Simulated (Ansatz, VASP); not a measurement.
**One calculation of AlNi3, two programs**

The input INCAR:

```
SYSTEM = AlNi3
  ALGO = Normal
  EDIFF = 1E-6
  ENCUT = 520
  GGA = PE
  ISIF = 2
  ISMEAR = -1
  LASPH = .True.
  LCHARG = .False.
  LREAL = .False.
  LWAVE = .False.
  NBANDS = 24
  NELM = 60
  PREC = Accurate
  SIGMA = 0.03
```

Contents of KPOINTS:

```
k-points
0
Gamma
  10 10 10
  0 0 0
```

The input POSCAR:

```
AlNi3
1.0
    3.6367793400      0.0000000000      0.0000000000
    0.0000000000      3.6367793400      0.0000000000
    0.0000000000      0.0000000000      3.6367793400
Al Ni
1 3
Direct
    0.0000000000      0.0000000000      0.0000000000
    0.0000000000      0.5000000000      0.5000000000
    0.5000000000      0.0000000000      0.5000000000
    0.5000000000      0.5000000000      0.0000000000
```

Input for Ansatz:

```yaml
crystal:
  lattice:
    - [3.63677934, 0.0, 0.0]
    - [0.0, 3.63677934, 0.0]
    - [0.0, 0.0, 3.63677934]
  atoms:
    - { symbol: Al, position: [0.0, 0.0, 0.0] }
    - { symbol: Ni, position: [0.0, 0.5, 0.5] }
    - { symbol: Ni, position: [0.5, 0.0, 0.5] }
    - { symbol: Ni, position: [0.5, 0.5, 0.0] }
kpoints:
  mp_grid: { grid: [10, 10, 10] }
scf:
  occupations: { method: fermi_dirac, width: 0.03 }
hamiltonian:
  xc: pbe
  pseudopotentials: { kind: paw }
output:
  forces: true
  stress: true
  eigenvalues: true
```

Change from the starting cell: volume scaled by 1.1, no spin polarisation, PAW files.

Alike in both runs: task single point; functional PBE; k mesh 10 × 10 × 10; occupations fermi-dirac, width 0.03 eV; no spin polarisation.

|  | VASP | Ansatz |
| --- | --- | --- |
| version | VASP 6.6.1 | Ansatz 0.2.0 |
| potentials or method | VASP PAW PBE potentials, release 64 (Al, Ni) | PAW with Ansatz's default frozen-core files, scalar-relativistic |
| plane-wave cutoff (eV) | 520 | 420 |
| valence electrons in the cell | 33 | 57 |

|  | VASP | Ansatz | Ansatz less VASP |
| --- | --- | --- | --- |
| pressure (GPa) | -9.4 | -9.5 | -0.14 |

The functional is the same, so the differences come from potentials, cutoffs and numerics. VASP's potentials hold 33 valence electrons a cell and Ansatz's 57, so a difference there can come from the potentials and not from the codes.
